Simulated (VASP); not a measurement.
# SiC (Cm) in VASP: notebook, part 2 of 2

VASP 6.6.1. The steps go on from the part before.

## (3) Single point, PBE (atom 1 (Si) moved by (-0.300, -0.600) A along [1 1 0] and z)

INCAR

```
  PREC = Accurate
  ENCUT = 600
  EDIFF = 1E-6
  ISMEAR = 0
  SIGMA = 0.05
  LREAL = F
  LASPH = T
  NELM = 120
  ALGO = Normal
  ISIF = 2
  LWAVE = F
  LCHARG = F
  GGA = PE
  NBANDS = 11
  GGA_COMPAT = F
```

KPOINTS

```
Automatic mesh
0
Gamma
  4 4 4
```

POSCAR

```
SiC
1.0
    0.0000000000      2.1740000000      2.1740000000
    2.1740000000      0.0000000000      2.1740000000
    2.1740000000      2.1740000000      0.0000000000
Si C
1 1
Direct
   -0.1379944802     -0.1379944802      0.0404176475
    0.7500000000      0.7500000000      0.7500000000
```

Potentials or basis: VASP PAW PBE potentials, release 64 (Si, C).

The run is started by

```
cat potpaw_PBE.64/Si/POTCAR potpaw_PBE.64/C/POTCAR > POTCAR
mpirun -np 1 vasp_std > vasp.out
```

OUTCAR:

```text
PREC = Accurate
   ENCUT = 600
   EDIFF = 1E-6
   ISMEAR = 0
   LREAL = F
   LASPH = T
   NELM = 120
   ISIF = 2
   GGA = PE

 ion  position               nearest neighbor table
   1  0.862  0.862  0.040-   2 1.33   2 1.90   2 2.30   2 2.30
   2  0.750  0.750  0.750-   1 1.33   1 1.90   1 2.30   1 2.30

  LATTYP: Found a face centered cubic cell.
 ALAT       =     4.3480000000

  Lattice vectors:

 A1 = (   0.0000000000,   2.1740000000,   2.1740000000)
[... 520 lines left out ...]
------------------------ aborting loop because EDIFF is reached ----------------------------------------

  FORCE on cell =-STRESS in cart. coord.  units (eV):
  Direction    XX          YY          ZZ          XY          YZ          ZX
  --------------------------------------------------------------------------------------
  -------------------------------------------------------------------------------------
  Total       16.2300085     16.2300085      4.1897116     15.1666594      8.9393560      8.9393562
  in kB     1265.3792685   1265.3792685    326.6525795   1182.4748201    696.9605598    696.9605691
  external PRESSURE =     952.4703722 kB  Pullay stress =       0.0000000 kB

 VOLUME and BASIS-vectors are now :
 -----------------------------------------------------------------------------
  energy-cutoff  :      600.00
  volume of cell :       20.55
      direct lattice vectors                 reciprocal lattice vectors
     0.000000000  2.174000000  2.174000000    -0.229990800  0.229990800  0.229990800
     2.174000000  0.000000000  2.174000000     0.229990800 -0.229990800  0.229990800
     2.174000000  2.174000000  0.000000000     0.229990800  0.229990800 -0.229990800

 POSITION                                       TOTAL-FORCE (eV/Angst)
 -----------------------------------------------------------------------------------
      1.96187      1.96187      3.74800        21.444268     21.444268     13.743874
      3.26100      3.26100      3.26100       -21.444268    -21.444268    -13.743874
 -----------------------------------------------------------------------------------
    total drift:                                0.000075      0.000075      0.000138

  FREE ENERGIE OF THE ION-ELECTRON SYSTEM (eV)
  ---------------------------------------------------
  free  energy   TOTEN  =        -8.0266687781 eV

  energy  without entropy=       -8.0254208093  energy(sigma->0) =       -8.02604479
```

OSZICAR:

```text
N       E                     dE             d eps       ncg     rms          rms(c)
DAV:   1     0.171855386077E+02    0.17186E+02   -0.43374E+03   528   0.719E+02
DAV:   2    -0.116812752894E+02   -0.28867E+02   -0.27483E+02   617   0.130E+02
DAV:   3    -0.126546515029E+02   -0.97338E+00   -0.97170E+00   650   0.221E+01
DAV:   4    -0.126588118682E+02   -0.41604E-02   -0.41602E-02   608   0.183E+00
DAV:   5    -0.126588323489E+02   -0.20481E-04   -0.20481E-04   647   0.123E-01    0.133E+01
DAV:   6    -0.818970417263E+01    0.44691E+01   -0.15921E+01   555   0.186E+01    0.473E+00
DAV:   7    -0.804555807128E+01    0.14415E+00   -0.97297E-01   624   0.604E+00    0.262E+00
DAV:   8    -0.802940142883E+01    0.16157E-01   -0.87401E-02   561   0.177E+00    0.569E-01
DAV:   9    -0.802669027240E+01    0.27112E-02   -0.16392E-02   590   0.635E-01    0.264E-01
DAV:  10    -0.802664513448E+01    0.45138E-04   -0.18511E-03   582   0.257E-01    0.127E-01
DAV:  11    -0.802666710419E+01   -0.21970E-04   -0.19080E-04   618   0.918E-02    0.694E-02
DAV:  12    -0.802666850411E+01   -0.13999E-05   -0.18107E-05   594   0.270E-02    0.167E-02
DAV:  13    -0.802666877810E+01   -0.27399E-06   -0.35693E-06   576   0.111E-02
   1 F= -.80266688E+01 E0= -.80260448E+01  d E =-.124797E-02
```

Wall time 8.1 s (1 thread of Intel Xeon Platinum 8375C at 2.90GHz (Ice Lake), shared host); peak memory 0.15 GiB.

What came out:

```
Free energy            : -8.0267 eV
Pressure               : 95.2 GPa
Largest force          : 33.296 eV/Å
Band gap on the k mesh : zero (band 4 reaches 8.69 eV, above the bottom of band 5 at 8.36 eV)
```

Forces in eV/Å, atoms in the order of the input:
```
Si   21.444  21.444  13.744
C   -21.444 -21.444 -13.744
```

Caveat: the k points lie up to 0.63 Å⁻¹ apart; the cell differs from its parent crystal (atom 1 (Si) moved by (-0.300, -0.600) A along [1 1 0] and z); forces of over 1 eV/Å act on the atoms, so gaps and moduli don't describe the material at rest.

## (4) Single point, PBE (atom 1 (Si) moved by (-0.300, +0.000) A along [1 1 0] and z)

INCAR

```
PREC = Accurate
ENCUT = 600
EDIFF = 1E-6
ISMEAR = 0
SIGMA = 0.05
LREAL = F
LASPH = T
NELM = 120
ALGO = Normal
ISIF = 2
LWAVE = F
LCHARG = F
GGA = PE
NBANDS = 11
GGA_COMPAT = F
```

KPOINTS is that of step 3.

Changes to POSCAR since step 3:

```diff
@@ -8,3 +8,3 @@
 Direct
-   -0.1379944802     -0.1379944802      0.0404176475
+    0.0000000000      0.0000000000     -0.0975768327
     0.7500000000      0.7500000000      0.7500000000
```

The run is started by

```
cat potpaw_PBE.64/Si/POTCAR potpaw_PBE.64/C/POTCAR > POTCAR
mpirun -np 1 vasp_std > vasp.out
```

Run time: 9.3 s. Hardware: 1 thread of Intel Xeon Platinum 8375C at 2.90GHz (Ice Lake), shared host; peak memory 0.15 GiB.

The run converged. Its results:

| Item | Value |
| --- | --- |
| Free energy | -14.0168 eV |
| Pressure | 16.5 GPa |
| Largest force | 7.048 eV/Å |
| Band gap on the k mesh | zero (band 4 reaches 9.27 eV, above the bottom of band 5 at 9.26 eV) |

Forces on the atoms (eV/Å):
```
Si   4.403  4.403  3.301
C   -4.403 -4.403 -3.301
```

Stress tensor (GPa, compression positive):
```
13.37 13.44 17.29
13.44 13.37 17.29
17.29 17.29 22.69
```

Levels at points of the mesh, in eV from the Fermi level:
```
           k point  band 2  band 3  band 4  band 5  band 6  band 7
(0.00, 0.00, 0.00)   -2.51   -1.02    0.01    4.85    6.05    6.23
(0.50, 0.00, 0.00)   -9.63   -3.08   -1.03    3.85    5.08    7.29
(0.00, 0.00, 0.50)   -8.94   -3.19   -1.83    4.33    5.01    6.58
(0.50, 0.50, 0.50)  -10.44   -2.29   -1.26    4.19    5.92    7.28
(0.50, 0.50, 0.00)   -9.04   -4.24   -3.84    0.00    2.85   12.48
(0.00, 0.50, 0.50)   -8.84   -4.69   -3.78    0.08    3.08   12.59
```

Caveat: the k points lie up to 0.63 Å⁻¹ apart; the cell differs from its parent crystal (atom 1 (Si) moved by (-0.300, +0.000) A along [1 1 0] and z); forces of over 1 eV/Å act on the atoms, so gaps and moduli don't describe the material at rest.

## (5) Single point, PBE (atom 1 (Si) moved by (-0.300, +0.600) A along [1 1 0] and z)

INCAR

```
SYSTEM = SiC
PREC = Accurate
ENCUT = 600
EDIFF = 1E-6
ISMEAR = 0
SIGMA = 0.05
LREAL = .False.
LASPH = .True.
NELM = 120
ALGO = Normal
ISIF = 2
LWAVE = .False.
LCHARG = .False.
GGA = PE
NBANDS = 11
GGA_COMPAT = .False.
```

KPOINTS

```
regular mesh
0
Gamma
  4 4 4
  0 0 0
```

Changes to POSCAR since step 4:

```diff
@@ -8,3 +8,3 @@
 Direct
-    0.0000000000      0.0000000000     -0.0975768327
+    0.1379944802      0.1379944802     -0.2355713130
     0.7500000000      0.7500000000      0.7500000000
```

The run is started by

```
cat potpaw_PBE.64/Si/POTCAR potpaw_PBE.64/C/POTCAR > POTCAR
mpirun -np 1 vasp_std > vasp.out
```

It took 9.9 s on 1 thread of Intel Xeon Platinum 8375C at 2.90GHz (Ice Lake), shared host; peak memory 0.14 GiB.

The run converged. Its results:

```
Free energy            : -12.5032 eV
Pressure               : 34.9 GPa
Largest force          : 6.105 eV/Å
Band gap on the k mesh : zero (band 4 reaches 9.65 eV, above the bottom of band 5 at 8.56 eV)
```

Forces in eV/Å, atoms in the order of the input:
```
Si  -1.384 -1.384 -5.783
C    1.384  1.384  5.783
```

Stress tensor (GPa, compression positive):
```
 53.10 -36.59  -3.12
-36.59  53.10  -3.12
 -3.12  -3.12  -1.48
```

Levels at points of the mesh, in eV from the Fermi level:
| k point | band 1 | band 2 | band 3 | band 4 | band 5 | band 6 | band 7 | band 8 | band 9 |
| --- | --- | --- | --- | --- | --- | --- | --- | --- | --- |
| (0.00, 0.00, 0.00) | -16.59 | -3.61 | -0.81 | 0.45 | 3.68 | 6.21 | 7.71 | 8.03 | 11.80 |
| (0.50, 0.00, 0.00) | -12.71 | -10.58 | -2.57 | -0.42 | 2.94 | 5.00 | 7.26 | 9.37 | 12.42 |
| (0.00, 0.00, 0.50) | -13.53 | -8.44 | -4.25 | -1.32 | 3.85 | 5.07 | 6.68 | 8.21 | 13.08 |
| (0.50, 0.50, 0.50) | -13.29 | -9.17 | -4.36 | -0.11 | 3.20 | 5.33 | 7.82 | 8.44 | 12.28 |
| (0.50, 0.50, 0.00) | -11.93 | -8.31 | -5.79 | -3.32 | -0.14 | 3.12 | 12.26 | 13.29 | 13.60 |
| (0.00, 0.50, 0.50) | -11.72 | -9.32 | -4.10 | -2.97 | -0.64 | 1.96 | 10.76 | 14.23 | 14.99 |

Caveat: the k points lie up to 0.63 Å⁻¹ apart; the cell differs from its parent crystal (atom 1 (Si) moved by (-0.300, +0.600) A along [1 1 0] and z); forces of over 1 eV/Å act on the atoms, so gaps and moduli don't describe the material at rest.
